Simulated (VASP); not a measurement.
Wanted: the native input for a VASP 6.6.1 run.

- Task: single point
- Functional: PBEsol
- Potentials or basis: VASP PAW PBE potentials, release 64 (Mo_sv, Te)
- Cutoff: 500 eV
- k mesh: 2 × 2 × 2
- Occupations: fermi-dirac, width 0.02 eV
- Spin: no spin polarisation
- Dipole correction: no
- Further INCAR settings: ALGO = Normal; EDIFF = 1e-06; NBANDS = 20

The structure of Te2Mo lies in POSCAR:

```
Te2Mo
1.0
    0.0000000000      3.3148317929      3.3148317929
    3.3148317929      0.0000000000      3.3148317929
    3.3148317929      3.3148317929      0.0000000000
Mo Te
1 2
Direct
    0.0000000000      0.0000000000      0.0000000000
    0.2500000000      0.2500000000      0.2500000000
    0.7500000000      0.7500000000      0.7500000000
```

These files were run (other wordings do the same):

INCAR

```
SYSTEM = Te2Mo
PREC     = Accurate       ! precision mode
ENCUT    = 500            ! plane-wave cutoff, eV
EDIFF    = 1E-6           ! SCF threshold, eV
ISMEAR   = -1             ! smearing method
SIGMA    = 0.02           ! smearing width, eV
LREAL    = .FALSE.        ! projectors in reciprocal space
LASPH    = .TRUE.         ! aspherical terms in the spheres
NELM     = 120            ! most SCF steps
ALGO     = Normal         ! electronic algorithm
ISIF     = 2              ! what is computed and relaxed
LWAVE    = .FALSE.        ! write WAVECAR
LCHARG   = .TRUE.         ! write CHGCAR
GGA      = PS             ! functional
LELF     = .TRUE.         ! ELF
LVHAR    = .TRUE.       
NBANDS   = 20             ! bands
GGA_COMPAT= .FALSE.
```

KPOINTS

```
Automatic mesh
0
G
  2 2 2
  0 0 0
```

Potentials or basis: VASP PAW PBE potentials, release 64 (Mo_sv, Te).

The run is started by

```sh
$ cat potpaw_PBE.64/Mo_sv/POTCAR potpaw_PBE.64/Te/POTCAR > POTCAR
$ mpirun -np 1 vasp_std > vasp.out
```

It gave:

```json
{
  "Pressure": "-9.8 GPa",
  "Band gap on the k mesh": "zero (band 13 reaches 8.78 eV, above the bottom of band 14 at 8.27 eV)"
}
```

Caveat: the k points lie up to 0.82 Å⁻¹ apart; the PAW data sets were made with another functional, which shifts forces and pressure a little; spin-orbit coupling is left out, which moves the levels of the heavy elements.

Run time: 5.2 s on 1 thread of Intel(R) Xeon(R) 6975P-C (Granite Rapids) (shared host), peak memory 0.2 GiB.
